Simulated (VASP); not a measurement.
Set up this calculation in VASP 6.6.1, as the native input.

- Task: single point
- Functional: PBEsol
- Potentials or basis: VASP PAW PBE potentials, release 64 (Ta_pv, H)
- Cutoff: 520 eV
- k mesh: 6 × 6 × 6
- Occupations: gaussian, width 0.1 eV
- Spin: no spin polarisation
- Dipole correction: no
- Further INCAR settings: ALGO = Normal; EDIFF = 1e-06; NBANDS = 18

The structure of Ta2H lies in POSCAR:

```
Ta2H
1.0
    3.3724355169      0.0000000000      0.0000000000
    0.0000000000      3.3724355169      0.0000000000
    0.0000000000      0.0000000000      3.4101116400
Ta H
2 1
Direct
    0.5000000000      0.0000000000      0.7413226200
    0.0000000000      0.5000000000      0.2586773800
    0.0000000000      0.0000000000      0.0000000000
```

One way to write it, as run:

INCAR

```
  PREC = Accurate
  ENCUT = 520
  EDIFF = 1E-6
  ISMEAR = 0
  SIGMA = 0.1
  LREAL = False
  LASPH = True
  NELM = 100
  ALGO = Normal
  ISIF = 2
  LWAVE = False
  LCHARG = True
  GGA = PS
  LELF = True
  LVHAR = True
  NBANDS = 18
```

KPOINTS

```
regular mesh
0
Gamma
  6 6 6
```

Potentials or basis: VASP PAW PBE potentials, release 64 (Ta_pv, H).

The run is started by

```sh
$ cat potpaw_PBE.64/Ta_pv/POTCAR potpaw_PBE.64/H/POTCAR > POTCAR
$ mpirun -np 1 vasp_std > vasp.out
```

Results of the run:

```yaml
Pressure: -4.0 GPa
Largest_force: 0.067 eV/Å
```

Caveat: the PAW data sets were made with another functional, which shifts forces and pressure a little.

Run time: 10 s on 1 thread of AMD EPYC 9R45 96-Core Processor (Zen 5), on a shared host, peak memory 0.14 GiB.
